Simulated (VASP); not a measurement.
# Ge8Sb16Te31 (a cell with a defect) in VASP: single point with PBE

Aim: the single point of Ge8Sb16Te31 (a cell with a defect) with PBE.

All numbers are computed with VASP 6.6.1; they aren't measurements. Logs are shortened: lines on timing, memory, paths and dates and some standing lists are left out, and cuts for length are marked.

### Step 1. The cell of the first run

The cell holds a defect, 55 atoms: a = 12.238 Å, b = 12.238 Å, c = 14.878 Å, α = 114.29°, β = 114.29°, γ = 90.00°.

### Step 2. Single point, PBE, collinear spin, zero start

Contents of INCAR:

```
  ALGO = Normal
  EDIFF = 1E-6
  ENCUT = 410
  GGA = PE
  GGA_COMPAT = F
  ISIF = 2
  ISMEAR = 0
  ISPIN = 2
  LASPH = T
  LCHARG = F
  LORBIT = 11
  LREAL = Auto
  LWAVE = F
  MAGMOM = 0 0 0 0 0 0 0 0 0 0 0 0 0 0 0 0 0 0 0 0 0 0 0 0 0 0 0 0 0 0 0 0 0 0 0 0 0 0 0 0 0 0 0 0 0 0 0 0 0 0 0 0 0 0 0
  NBANDS = 226
  NELM = 200
  PREC = Accurate
  SIGMA = 0.05
```

Contents of KPOINTS:

```
k-points
0
Gamma
  1 1 1
```

Contents of POSCAR:

```
Ge8Sb16Te31
1.0
   12.2383000000      0.0000000000      0.0000000000
    0.0000000000     12.2383000000      0.0000000000
   -6.1191500000     -6.1191500000     12.1028300000
Ge Sb Te
8 16 31
Direct
    0.0037049783     -0.0180047956     -0.0143730738
    0.0146874417      0.0206810481      0.5035205704
    0.4554547055     -0.0633651419      0.4523472098
    0.4757908932      0.0125301209     -0.0506760865
    0.0206149878      0.5040390907      0.4690011401
   -0.0548753492      0.5015226729     -0.0271950991
    0.3834079325      0.4661280533     -0.0766061234
    0.5384772415      0.4212652579      0.4793502770
    0.2629557616      0.2211239413      0.4746134851
    0.1318028738      0.1937381621      0.0007590212
    0.7065555926      0.2886803046     -0.0395820880
    0.9446401703      0.2610075783      0.5950848249
    0.2661547509      0.6904486684      0.0284065372
    0.2273736664      0.6572277064      0.4689377138
    0.7362662917      0.7509013508      0.4862992616
    0.7782843801      0.8152104159      0.0020115448
    0.3929184862      0.0727067352      0.2326748179
    0.3875511441      0.1257208441      0.7406765212
    0.8348198428      0.0769413839      0.7825398099
    0.7505134489      0.0826659562      0.2257888327
    0.4571508658      0.5948791113      0.8063642426
    0.3950428190      0.5761387821      0.2727290207
    0.8844198989      0.6799877223      0.2710115643
    0.9757035921      0.5781266442      0.7413485531
   -0.0024987110      0.2517626212      0.4051818709
    0.5057528302      0.1995361664      0.4769103078
    0.4941774240      0.3045282561     -0.0022253687
   -0.0168633564      0.8073948893      0.5248280677
    0.0460518040      0.7378739928      0.0349726277
    0.5531858225      0.8358001276      0.0212051564
    0.4664118067      0.7471018322      0.5125307062
    0.1638073082      0.0852130365      0.2398112437
    0.0529455836      0.1364396233      0.7728120633
    0.5829001912      0.2603987361      0.7397701132
    0.7129767485      0.2467428668      0.4034580935
    0.2256874571      0.6909257341      0.7790099945
    0.1402228114      0.5408931604      0.2373886261
    0.6426501394      0.6159840217      0.2501702874
    0.6310557220      0.7196050503      0.7746689867
    0.3682925586      0.4959630965      0.5609280028
    0.2347855461      0.4573794568      1.0217866910
    0.7484282763      0.5818208510      1.0127235929
    0.8248099197      0.5290516944      0.5178718675
    0.2245386933      0.9766603293      0.9738502395
    0.2329865410      0.9892942991      0.4926403133
    0.7110845686      1.0071641392      0.5465914104
    0.6433082026      1.0229256984      0.8688744876
    0.2311282429      0.3015530775      0.7126419136
    0.3494592927      0.3488818410      0.2782989719
    0.9090707483      0.4396288090      0.2522940593
    0.8048170950      0.4085902159      0.7409556639
    0.4651921670      0.8442205069      0.2505784112
    0.3016091647      0.8840109389      0.7349504999
    0.8641071504      0.8376233209      0.7615519620
    0.9171317276      0.9340957481      0.2808254982
```

Potentials or basis: VASP PAW PBE potentials, release 64 (Ge_d, Sb, Te).

Launch:

```console
$ cat potpaw_PBE.64/Ge_d/POTCAR potpaw_PBE.64/Sb/POTCAR potpaw_PBE.64/Te/POTCAR > POTCAR
$ mpirun -np 1 vasp_gam > vasp.out
```

OUTCAR:

```text
EDIFF = 1E-6
   ENCUT = 410
   GGA = PE
   ISIF = 2
   ISMEAR = 0
   ISPIN = 2
   LASPH = T
   LORBIT = 11
   LREAL = Auto
   NELM = 200
   PREC = Accurate

 ion  position               nearest neighbor table
   1  0.004  0.982  0.986-  54 2.76  44 2.78  10 2.91  32 3.12
   2  0.015  0.021  0.504-  55 2.72  45 2.76  28 2.80  12 2.98
   3  0.455  0.937  0.452-  52 2.79  31 2.79  46 2.81  45 3.04  26 3.12
   4  0.476  0.013  0.949-  53 2.73  30 2.79  47 2.79  44 3.29
   5  0.021  0.504  0.469-  50 2.68  43 2.76  25 2.81  14 3.15
   6  0.945  0.502  0.973-  29 2.76  42 2.79  51 2.84
   7  0.383  0.466  0.923-  48 2.71  27 2.75  41 2.79  21 3.14  13 3.22
   8  0.538  0.421  0.479-  49 2.69  26 2.73  40 2.80  35 3.22
   9  0.263  0.221  0.475-  32 2.86  26 2.97  45 2.99  25 3.05  40 3.12  48 3.45
  10  0.132  0.194  0.001-  44 2.83  33 2.88   1 2.91  41 3.31  49 3.50  19 3.50
  11  0.707  0.289  0.960-  34 2.86  27 2.86  47 2.92  42 3.33  50 3.60  19 3.74  18 3.75
  12  0.945  0.261  0.595-   2 2.98  35 3.02  25 3.11  48 3.14  51 3.28  33 3.39  24 3.51
  13  0.266  0.690  0.028-  29 2.79  41 2.83  52 2.94   7 3.22  36 3.54
  14  0.227  0.657  0.469-  37 2.82  31 2.84  40 3.00   5 3.15  53 3.49  28 3.71
  15  0.736  0.751  0.486-  28 2.86  38 2.88  46 2.94  43 3.07  54 3.39  31 3.48
  16  0.778  0.815  0.002-  39 2.79  30 2.88  42 2.96  29 3.31  55 3.38  20 3.73
  17  0.393  0.073  0.233-  32 2.85  26 2.96  52 3.02  44 3.19  49 3.25  35 3.70
  18  0.388  0.126  0.741-  34 2.91  48 2.92  45 3.03  53 3.10  27 3.18  47 3.48  11 3.75
  19  0.835  0.077  0.783-  33 2.84  54 2.85  46 2.92  47 3.28  10 3.50  11 3.74
  20  0.751  0.083  0.226-  35 2.80  55 2.83  25 3.06  30 3.26  16 3.73
  21  0.457  0.595  0.806-  39 2.92  36 3.00  40 3.01  30 3.07   7 3.14  42 3.68
  22  0.395  0.576  0.273-  49 2.88  37 2.94  31 3.03  41 3.07  38 3.24  52 3.57
  23  0.884  0.680  0.271-  50 2.87  38 2.92  55 3.07  28 3.09  42 3.15  37 3.68
  24  0.976  0.578  0.741-  43 2.85  51 2.94  36 3.09  54 3.40  12 3.51  29 3.68
  25  0.998  0.252  0.405-   5 2.81   9 3.05  20 3.06  12 3.11  35 3.47  55 3.48
  26  0.506  0.200  0.477-   8 2.73  17 2.96   9 2.97   3 3.12  35 3.28  34 3.36  46 3.58
  27  0.494  0.305  0.998-   7 2.75  11 2.86  18 3.18
  28  0.983  0.807  0.525-   2 2.80  15 2.86  23 3.09  53 3.66  14 3.71
  29  0.046  0.738  0.035-   6 2.76  13 2.79  16 3.31  24 3.68
  30  0.553  0.836  0.021-   4 2.79  16 2.88  21 3.07  20 3.26
  31  0.466  0.747  0.513-   3 2.79  14 2.84  22 3.03  15 3.48
  32  0.164  0.085  0.240-  17 2.85   9 2.86   1 3.12  49 3.65
  33  0.053  0.136  0.773-  19 2.84  10 2.88  12 3.39  48 3.57
  34  0.583  0.260  0.740-  11 2.86  18 2.91  51 3.26  26 3.36
  35  0.713  0.247  0.403-  20 2.80  12 3.02  43 3.15   8 3.22  26 3.28  25 3.47  17 3.70
  36  0.226  0.691  0.779-  53 2.94  21 3.00  24 3.09  44 3.51  13 3.54
  37  0.140  0.541  0.237-  14 2.82  22 2.94  50 3.21  49 3.51  41 3.61  23 3.68
  38  0.643  0.616  0.250-  15 2.88  23 2.92  22 3.24  52 3.54
  39  0.631  0.720  0.775-  16 2.79  21 2.92  54 3.31  47 3.36  40 3.52
  40  0.368  0.496  0.561-   8 2.80  14 3.00  21 3.01   9 3.12  39 3.52
  41  0.235  0.457  0.022-   7 2.79  13 2.83  22 3.07  10 3.31  37 3.61
  42  0.748  0.582  0.013-   6 2.79  16 2.96  23 3.15  11 3.33  21 3.68
  43  0.825  0.529  0.518-   5 2.76  24 2.85  15 3.07  35 3.15
  44  0.225  0.977  0.974-   1 2.78  10 2.83  17 3.19   4 3.29  36 3.51
  45  0.233  0.989  0.493-   2 2.76   9 2.99  18 3.03   3 3.04  55 3.68
  46  0.711  0.007  0.547-   3 2.81  19 2.92  15 2.94  26 3.58
  47  0.643  0.023  0.869-   4 2.79  11 2.92  19 3.28  39 3.36  18 3.48
  48  0.231  0.302  0.713-   7 2.71  18 2.92  12 3.14   9 3.45  33 3.57
  49  0.349  0.349  0.278-   8 2.69  22 2.88  17 3.25  10 3.50  37 3.51  32 3.65
  50  0.909  0.440  0.252-   5 2.68  23 2.87  37 3.21  11 3.60
  51  0.805  0.409  0.741-   6 2.84  24 2.94  34 3.26  12 3.28
  52  0.465  0.844  0.251-   3 2.79  13 2.94  17 3.02  38 3.54  22 3.57
  53  0.302  0.884  0.735-   4 2.73  36 2.94  18 3.10  14 3.49  28 3.66
  54  0.864  0.838  0.762-   1 2.76  19 2.85  39 3.31  15 3.39  24 3.40
  55  0.917  0.934  0.281-   2 2.72  20 2.83  23 3.07  16 3.38  25 3.48  45 3.68

  LATTYP: Found a body centered tetragonal cell.
 ALAT       =    12.2383000000
 C/A-ratio  =     1.9778613043

  Lattice vectors:

 A1 = (   6.1191500000,  -6.1191500000, -12.1028300000)
 A2 = (  -6.1191500000,   6.1191500000, -12.1028300000)
 A3 = (   6.1191500000,   6.1191500000,  12.1028300000)

Analysis of symmetry for initial positions (statically):
=====================================================================
 Subroutine PRICEL returns:
 Original cell was already a primitive cell.

 Routine SETGRP: Setting up the symmetry group for a
 body centered tetragonal supercell.

 Subroutine GETGRP returns: Found  1 space group operations
 (whereof  1 operations were pure point group operations)
 out of a pool of 16 trial point group operations.

The static configuration has the point symmetry C_1 .

Analysis of symmetry for dynamics (positions and initial velocities):
[... 214 lines left out ...]
   ISYM   =      2    0-nonsym 1-usesym 2-fastsym
   POTIM  = 0.5000    time-step for ionic-motion
   TEBEG  =    0.0;   TEEND  =   0.0 temperature during run
   PSTRESS=    0.0 pullay stress
   NELECT =     378.0000    total number of electrons
   NUPDOWN=      -1.0000    fix difference up-down
   EMIN   =  10.00;   EMAX   =-10.00  energy-range for DOS
   EFERMI =   0.00;   METHOD = LEGACY
   ISMEAR =     0;   SIGMA  =   0.05  broadening in eV -4-tet -1-fermi 0-gaus
   EFERMI_NEDOS =   21; number of points for ismear=-14 and -15
   IALGO  =     38    algorithm
   IMIX   =      4    mixing-type and parameters
     AMIX     =   0.40;   BMIX     =  1.00
     AMIX_MAG =   1.60;   BMIX_MAG =  1.00
  volume/ion in A,a.u.               =      32.96       222.41
  Fermi-wavevector in a.u.,A,eV,Ry     =   0.970798  1.834543 12.822805  0.942450
  Thomas-Fermi vector in A             =   2.100963
   LORBIT       =     11    0 simple, 1 ext, 2 COOP (PROOUT), +10 PAW based schemes
   GGA     = PE    functional components
   LHFCALC =     F    Hartree Fock is set to
   AEXX    =    0.0000 exact exchange contribution
   IVDW    =     0    specifies the selected vdW correction
   LEPSILON=     F    determine dielectric tensor
   LRPA    =     F    only Hartree local field effects (RPA)
 spin polarized calculation
 Gauss-broadening in eV      SIGMA  =   0.05
  energy-cutoff  :      410.00
  volume of cell :     1812.71
 maximum number of plane-waves:     17128
 NGX is ok and might be reduce to    84
   NGX = 41   NGY = 41   NGZ = 49

 number of electron     377.9999960 magnetization      -0.0000000

 number of electron     377.9999960 magnetization       0.0000000

 Free energy of the ion-electron system (eV)
  ---------------------------------------------------
  ext. energy  EPLUGINS =         0.00000000
  ---------------------------------------------------
  free energy    TOTEN  =      -195.69558633 eV

  energy without entropy =     -195.69558606  energy(sigma->0) =     -195.69558620

 E-fermi :   5.5611     XC(G=0):  -8.9807

 val. band max:        5.3862180027   @ k =   0.0000   0.0000   0.0000
 cond. band min:       5.7360468830   @ k =   0.0000   0.0000   0.0000
 fundamental gap:      0.3498288803
 Fermi energy:         5.5611322752

 spin component 1

 k-point     1 :       0.0000    0.0000    0.0000
  band No.  band energies     occupation
      1     -19.3299      1.00000
      2     -19.3208      1.00000
      3     -19.3070      1.00000
      4     -19.2918      1.00000
      5     -19.2886      1.00000
      6     -19.2386      1.00000
[... 193 lines left out ...]
    200       6.4829      0.00000
    201       6.5777      0.00000
 Fermi energy:         5.5611322752

 spin component 2

 k-point     1 :       0.0000    0.0000    0.0000
  band No.  band energies     occupation
      1     -19.3299      1.00000
      2     -19.3208      1.00000
      3     -19.3070      1.00000
      4     -19.2918      1.00000
      5     -19.2886      1.00000
      6     -19.2386      1.00000
[... 193 lines left out ...]
    200       6.4829      0.00000
    201       6.5777      0.00000
 [bands above 201 left out]

------------------------ aborting loop because EDIFF is reached ----------------------------------------

  FORCE on cell =-STRESS in cart. coord.  units (eV):
  Direction    XX          YY          ZZ          XY          YZ          ZX
  --------------------------------------------------------------------------------------
  -------------------------------------------------------------------------------------
  Total       33.0261148     34.6471048     17.7008242     -1.7577154      2.0103424     -0.6678428
  in kB       29.1903260     30.6230476     15.6449777     -1.5535671      1.7768530     -0.5902768
  external PRESSURE =      25.1527838 kB  Pullay stress =       0.0000000 kB

 VOLUME and BASIS-vectors are now :
 -----------------------------------------------------------------------------
  energy-cutoff  :      410.00
  volume of cell :     1812.71
      direct lattice vectors                 reciprocal lattice vectors
    12.238300000  0.000000000  0.000000000     0.081710695  0.000000000  0.041312652
     0.000000000 12.238300000  0.000000000     0.000000000  0.081710695  0.041312652
    -6.119150000 -6.119150000 12.102830000     0.000000000  0.000000000  0.082625303

 POSITION                                       TOTAL-FORCE (eV/Angst)
 -----------------------------------------------------------------------------------
     -5.98586      5.98675     11.92888         0.022851     -0.060438     -0.044642
     -2.90137     -2.82802      6.09402         0.000429     -0.057931      0.024695
      2.80601      8.69484      5.47468         0.033939      0.010272     -0.048162
      0.01382     -5.65571     11.48951         0.048713      0.045473      0.005445
     -2.61760      3.29869      5.67624         0.061768      0.019114      0.032307
      5.61398      0.18505     11.77369         0.028884      0.017400     -0.079992
[... 47 lines left out ...]
      5.91515      5.59103      9.21693         0.019307     -0.017689      0.017782
      9.50572      9.71333      3.39878        -0.017880     -0.013003     -0.044629
 -----------------------------------------------------------------------------------
    total drift:                               -0.007824     -0.014670      0.019943

  FREE ENERGIE OF THE ION-ELECTRON SYSTEM (eV)
  ---------------------------------------------------
  free  energy   TOTEN  =      -195.6955863348 eV

  energy  without entropy=     -195.6955860616  energy(sigma->0) =     -195.69558620

 total charge

# of ion       s       p       d       tot
------------------------------------------
    1        1.309   0.844  10.007  12.160
    2        1.270   0.902  10.013  12.186
    3        1.313   0.843  10.010  12.166
    4        1.293   0.865  10.007  12.165
    5        1.298   0.878  10.011  12.187
    6        1.306   0.828  10.002  12.137
[... 47 lines left out ...]
   54        1.411   1.907   0.035   3.353
   55        1.405   1.924   0.040   3.370
--------------------------------------------------
tot         74.262  82.536  81.909 238.708

 magnetization (x)

# of ion       s       p       d       tot
------------------------------------------
    1       -0.000   0.000  -0.000  -0.000
    2       -0.000  -0.000   0.000  -0.000
    3       -0.000  -0.000   0.000  -0.000
    4        0.000  -0.000  -0.000  -0.000
    5       -0.000  -0.000   0.000  -0.000
    6       -0.000  -0.000   0.000  -0.000
[... 47 lines left out ...]
   54       -0.000  -0.000  -0.000  -0.000
   55        0.000   0.000  -0.000   0.000
--------------------------------------------------
tot         -0.000  -0.000  -0.000  -0.000
```

It took 39 min on 1 thread of Intel Xeon 8259CL, shared host; peak memory 1.7 GiB.

What came out:

| Item | Value |
| --- | --- |
| Free energy | -195.6956 eV |
| Pressure | 2.5 GPa |
| Largest force | 0.285 eV/Å |
| Net moment | 0.00 μB per cell |
| Valence electrons inside the program's atomic spheres | Ge 12.16, 12.19, 12.17, 12.14, 12.20, 12.18 (each value once); Sb 2.36, 2.35, 2.29, 2.34, 2.33, 2.32 (each value once); Te 3.36, 3.38, 3.35, 3.37, 3.33, 3.31, 3.34 (each value once) |

Forces in eV/Å, atoms in the order of the input:
```
Ge   0.023 -0.060 -0.045
Ge   0.000 -0.058  0.025
Ge   0.034  0.010 -0.048
Ge   0.049  0.045  0.005
Ge   0.062  0.019  0.032
Ge   0.029  0.017 -0.080
Ge  -0.031  0.038  0.061
Ge   0.026  0.042  0.013
Sb  -0.039  0.022  0.014
Sb  -0.018  0.027 -0.009
Sb   0.007  0.060  0.056
Sb  -0.208  0.086  0.119
Sb   0.087 -0.003 -0.003
Sb  -0.171 -0.117  0.195
Sb  -0.088  0.115 -0.046
Sb  -0.029  0.043  0.035
Sb   0.012 -0.025 -0.017
Sb  -0.057 -0.025 -0.043
Sb  -0.022  0.027 -0.001
Sb  -0.015  0.066  0.080
Sb  -0.071  0.047  0.009
Sb  -0.004 -0.078  0.069
Sb  -0.044  0.001 -0.007
Sb   0.037 -0.050 -0.150
Te   0.028 -0.022 -0.056
Te  -0.074 -0.058 -0.011
Te  -0.002 -0.004 -0.012
Te   0.093  0.046 -0.036
Te  -0.099 -0.047  0.064
Te   0.057 -0.039 -0.005
Te   0.104  0.010  0.057
Te   0.014  0.011 -0.052
Te   0.015  0.022  0.054
Te   0.097  0.026  0.022
Te   0.009 -0.019 -0.060
Te   0.030 -0.050 -0.037
Te   0.018 -0.020 -0.172
Te   0.020 -0.012  0.007
Te  -0.026  0.039 -0.034
Te  -0.031  0.066 -0.007
Te   0.021 -0.032  0.023
Te  -0.026 -0.031 -0.020
Te   0.046 -0.036  0.086
Te  -0.015  0.022 -0.007
Te   0.034 -0.006  0.034
Te   0.015 -0.054 -0.013
Te  -0.043 -0.090 -0.029
Te   0.114 -0.046  0.007
Te  -0.038  0.119 -0.046
Te   0.071 -0.025 -0.068
Te   0.019 -0.017  0.061
Te  -0.032  0.015  0.007
Te   0.012  0.012  0.003
Te   0.019 -0.018  0.018
Te  -0.018 -0.013 -0.045
```

Caveat: the k points lie up to 0.58 Å⁻¹ apart; spin-orbit coupling is left out, which moves the levels of the heavy elements.
